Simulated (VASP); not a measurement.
# Al (Fm-3m) in VASP: notebook, part 2 of 2

VASP 6.6.1. The steps go on from the part before.

## (4) Electric field gradients, PBEsol

File INCAR:

```
SYSTEM = Al
PREC = Accurate ; ENCUT = 520
EDIFF = 1E-8 ; ISMEAR = -1
SIGMA = 0.05 ; LREAL = .FALSE.
LASPH = .TRUE. ; NELM = 80
ALGO = Normal ; ISIF = 2
LWAVE = .FALSE. ; LCHARG = .FALSE.
GGA = PS ; LEFG = .TRUE.
NBANDS = 22
```

File KPOINTS:

```
regular mesh
0
G
  7 7 7
  0 0 0
```

File POSCAR:

```
Al
1.0
    0.0000000000      4.0496100000      4.0496100000
    4.0496100000      0.0000000000      4.0496100000
    4.0496100000      4.0496100000      0.0000000000
Al
8
Direct
    0.0000000000      0.0000000000      0.0000000000
    0.0000000000      0.0000000000      0.5000000000
    0.0000000000      0.5000000000      0.0000000000
    0.0000000000      0.5000000000      0.5000000000
    0.5000000000      0.0000000000      0.0000000000
    0.5000000000      0.0000000000      0.5000000000
    0.5000000000      0.5000000000      0.0000000000
    0.5000000000      0.5000000000      0.5000000000
```

Potentials or basis: VASP PAW PBE potentials, release 64 (Al).

On the command line:

```console
$ cat potpaw_PBE.64/Al/POTCAR > POTCAR
$ mpirun -np 1 vasp_std > vasp.out
```

OUTCAR:

```text
SYSTEM = Al
   PREC = Accurate
   ENCUT = 520
   EDIFF = 1E-8
   ISMEAR = -1
   LREAL = .FALSE.
   LASPH = .TRUE.
   NELM = 80
   ISIF = 2
   GGA = PS

 ion  position               nearest neighbor table
   1  0.000  0.000  0.000-   2 2.86   3 2.86   5 2.86   2 2.86   4 2.86   6 2.86   3 2.86   4 2.86
                             7 2.86   5 2.86   6 2.86   7 2.86
   2  0.000  0.000  0.500-   1 2.86   4 2.86   6 2.86   1 2.86   3 2.86   5 2.86   3 2.86   4 2.86
                             8 2.86   5 2.86   6 2.86   8 2.86
   3  0.000  0.500  0.000-   1 2.86   4 2.86   7 2.86   2 2.86   4 2.86   8 2.86   1 2.86   2 2.86
                             5 2.86   5 2.86   7 2.86   8 2.86
   4  0.000  0.500  0.500-   2 2.86   3 2.86   8 2.86   1 2.86   3 2.86   7 2.86   1 2.86   2 2.86
                             6 2.86   6 2.86   7 2.86   8 2.86
   5  0.500  0.000  0.000-   1 2.86   6 2.86   7 2.86   2 2.86   6 2.86   8 2.86   3 2.86   7 2.86
                             8 2.86   1 2.86   2 2.86   3 2.86
   6  0.500  0.000  0.500-   2 2.86   5 2.86   8 2.86   1 2.86   5 2.86   7 2.86   4 2.86   7 2.86
                             8 2.86   1 2.86   2 2.86   4 2.86
   7  0.500  0.500  0.000-   3 2.86   5 2.86   8 2.86   4 2.86   6 2.86   8 2.86   1 2.86   5 2.86
                             6 2.86   1 2.86   3 2.86   4 2.86
   8  0.500  0.500  0.500-   4 2.86   6 2.86   7 2.86   3 2.86   5 2.86   7 2.86   2 2.86   5 2.86
                             6 2.86   2 2.86   3 2.86   4 2.86
[... 6 lines left out ...]
 A1 = (   0.0000000000,   4.0496100000,   4.0496100000)
 A2 = (   4.0496100000,   0.0000000000,   4.0496100000)
 A3 = (   4.0496100000,   4.0496100000,   0.0000000000)

Analysis of symmetry for initial positions (statically):
=====================================================================
 Subroutine PRICEL returns following result:

  LATTYP: Found a face centered cubic cell.
 ALAT       =     4.0496100000

  Lattice vectors:

 A1 = (   0.0000000000,   2.0248050000,   2.0248050000)
 A2 = (   2.0248050000,   0.0000000000,   2.0248050000)
 A3 = (   2.0248050000,   2.0248050000,   0.0000000000)

[... 698 lines left out ...]
     4.049610000  4.049610000  0.000000000     0.123468680  0.123468680 -0.123468680

 POSITION                                       TOTAL-FORCE (eV/Angst)
 -----------------------------------------------------------------------------------
      0.00000      0.00000      0.00000        -0.000000     -0.000000      0.000000
      2.02481      2.02481      0.00000        -0.000000      0.000000     -0.000000
      2.02481      0.00000      2.02481         0.000000     -0.000000      0.000000
      4.04961      2.02481      2.02481        -0.000000     -0.000000     -0.000000
      0.00000      2.02481      2.02481         0.000000      0.000000     -0.000000
      2.02481      4.04961      2.02481        -0.000000     -0.000000      0.000000
      2.02481      2.02481      4.04961         0.000000     -0.000000      0.000000
      4.04961      4.04961      4.04961         0.000000      0.000000     -0.000000
 -----------------------------------------------------------------------------------
    total drift:                               -0.000000     -0.000000     -0.000000

  FREE ENERGIE OF THE ION-ELECTRON SYSTEM (eV)
  ---------------------------------------------------
  free  energy   TOTEN  =       -32.6704947837 eV

  energy  without entropy=      -32.6369400712  energy(sigma->0) =      -32.65371743

 Electric field gradients (V/A^2)
---------------------------------------------------------------------
 ion       V_xx      V_yy      V_zz      V_xy      V_xz      V_yz
---------------------------------------------------------------------
   1       0.000    -0.000     0.000     0.000     0.000     0.000
   2       0.000    -0.000     0.000     0.000     0.000     0.000
   3       0.000    -0.000     0.000     0.000     0.000     0.000
   4       0.000    -0.000     0.000     0.000     0.000     0.000
   5       0.000    -0.000     0.000     0.000     0.000     0.000
   6       0.000    -0.000     0.000     0.000     0.000     0.000
   7       0.000    -0.000     0.000     0.000     0.000     0.000
   8       0.000    -0.000     0.000     0.000     0.000     0.000
---------------------------------------------------------------------

 Electric field gradients after diagonalization (V/A^2)
 (convention: |V_zz| > |V_xx| > |V_yy|)
----------------------------------------------------------------------
 ion       V_xx      V_yy      V_zz     asymmetry (V_yy - V_xx)/ V_zz
----------------------------------------------------------------------
   1      -0.000    -0.000     0.000       0.000
   2      -0.000    -0.000     0.000       0.000
   3      -0.000    -0.000     0.000       0.000
   4      -0.000    -0.000     0.000       0.000
   5      -0.000    -0.000     0.000       0.000
   6      -0.000    -0.000     0.000       0.000
   7      -0.000    -0.000     0.000       0.000
   8      -0.000    -0.000     0.000       0.000
----------------------------------------------------------------------

           NMR quadrupolar parameters

 Cq : quadrupolar parameter    Cq=e*Q*V_zz/h
 eta: asymmetry parameters     (V_yy - V_xx)/ V_zz
 Q  : nuclear electric quadrupole moment in mb (millibarn)
----------------------------------------------------------------------
 ion       Cq(MHz)       eta       Q (mb)
----------------------------------------------------------------------
   1       0.000       0.000       1.000
   2       0.000       0.000       1.000
   3       0.000       0.000       1.000
   4       0.000       0.000       1.000
   5       0.000       0.000       1.000
   6       0.000       0.000       1.000
   7       0.000       0.000       1.000
   8       0.000       0.000       1.000
----------------------------------------------------------------------
```

Run time: 62 s. Hardware: 1 thread of Intel Xeon Platinum 8488C (Sapphire Rapids), shared host; peak memory 0.31 GiB.

Results:

```
Free energy                             : -32.6705 eV
Pressure                                : -2.1 GPa
Band gap on the k mesh                  : zero (bands 12 and 13 overlap by 2.66 eV)
Largest electric field gradient by atom : under 0.05 V/Å² on every atom
```

Caveat: the PAW data sets were made with another functional, which shifts forces and pressure a little.
